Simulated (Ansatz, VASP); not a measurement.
One calculation of Rb, two programs

```xyz
1
Lattice="0.0000 3.5758 3.5758 3.5758 0.0000 3.5758 3.5758 3.5758 0.0000" Properties=species:S:1:pos:R:3 pbc="T T T"
Rb    0.0000    0.0000    0.0000
```

Alike in both runs: functional PBE; k mesh 11 × 11 × 11; occupations fermi-dirac, width 0.03 eV; no spin polarisation.

Ansatz relaxed the structure, and its values are those at the end. VASP's run is a single point on that final structure, the one shown.

|  | VASP | Ansatz |
| --- | --- | --- |
| version | VASP 6.6.1 | Ansatz 0.2.0 |
| potentials or method | VASP PAW PBE potentials, release 64 (Rb_sv) | PAW with Ansatz's default frozen-core files, scalar-relativistic |
| plane-wave cutoff (eV) | 520 | 420 |
| valence electrons in the cell | 9 | 9 |

|  | VASP | Ansatz | Ansatz less VASP |
| --- | --- | --- | --- |
| pressure (GPa) | 0.0 | 0.0 | 0.00 |
